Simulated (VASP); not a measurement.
**Ag: single point with LDA**

The system is Ag.

```xyz
4
Lattice="2.8862 0.0000 0.0000 -1.4431 2.4995 0.0000 0.0000 0.0000 10.0000" Properties=species:S:1:pos:R:3 pbc="T T T"
Ag    0.0000    0.0000    5.0000
Ag    0.0000    0.0000    0.0000
Ag    1.4431    0.8332    7.5000
Ag    0.0000    1.6663    2.5000
```

```
Program                : VASP 6.6.1
Task                   : single point
Functional             : LDA
Potentials or basis    : VASP PAW LDA potentials, release 64 (Ag)
Cutoff                 : 520 eV
k mesh                 : 11 × 11 × 3
Occupations            : fermi-dirac, width 0.05 eV
Spin                   : no spin polarisation
Dipole correction      : no
Further INCAR settings : ALGO = Normal; EDIFF = 1e-06; NBANDS = 30
```

The pressure is -11.2 GPa and the band gap on the k mesh is zero (band 22 reaches 10.20 eV, above the bottom of band 23 at 4.35 eV).

Stress tensor (GPa, compression positive):
```
-10.33   0.00   0.00
  0.00 -10.33   0.00
  0.00   0.00 -13.06
```

Levels at points of the mesh, in eV from the Fermi level:
| k point | band 20 | band 21 | band 22 | band 23 | band 24 | band 25 |
| --- | --- | --- | --- | --- | --- | --- |
| (0.00, 0.00, 0.00) | -3.33 | -3.33 | -3.02 | -3.02 | -0.70 | 2.47 |

Wall time 38 s on 1 thread of AMD EPYC 7R13 Processor (Zen 3) (shared host), peak memory 0.16 GiB.
